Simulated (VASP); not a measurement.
Runs of VASP 6.6.1 on Hf2S. The structure is that of space group P6_3/mmc (No. 194), or close to it. The cells are those of the table. 

```csv
task,cell,cutoff (eV),smearing,gap on the mesh (eV),pressure (GPa),largest force (eV/Å)
single point,"a = 3.313, b = 3.313, c = 11.606 Å, angles 90.0, 90.0, 120.0°, 6 atoms",520,fermi-dirac 0.15 eV,none,0.0,0.03
single point,"a = 3.141, b = 3.141, c = 11.307 Å, angles 90.0, 90.0, 120.0°, 6 atoms",520,fermi-dirac 0.15 eV,none,(a),0.03
single point,"a = 3.339, b = 3.339, c = 11.655 Å, angles 90.0, 90.0, 120.0°, 6 atoms",520,fermi-dirac 0.15 eV,none,-2.8,0.03
relaxation of cell and atoms,"relaxed from a = 3.319, b = 3.319, c = 11.563 Å, angles 90.0, 90.0, 120.0°, 6 atoms",600,fermi-dirac 0.15 eV,none,0.0,-
single point,"a = 3.319, b = 3.319, c = 11.563 Å, angles 90.0, 90.0, 120.0°, 6 atoms",520,gaussian 0.1 eV,none,0.0,0.03
single point,"a = 3.286, b = 3.286, c = 11.558 Å, angles 90.0, 90.0, 120.0°, 6 atoms",520,fermi-dirac 0.15 eV,none,3.2,0.03
```

Alike in all rows: level LDA; potentials or basis VASP PAW LDA potentials, release 64 (Hf_pv, S); no spin polarisation; k mesh 12 × 12 × 4.

**Question.** Fill in the values left out.

**Answer.** (a) 25.4.

Caveats: spin-orbit coupling is left out, which moves the levels of the heavy elements.

A k mesh can miss the band edges, and the runs leave out spin-orbit coupling on Hf.

A gap of «none» marks levels without a gap at the run's occupations.
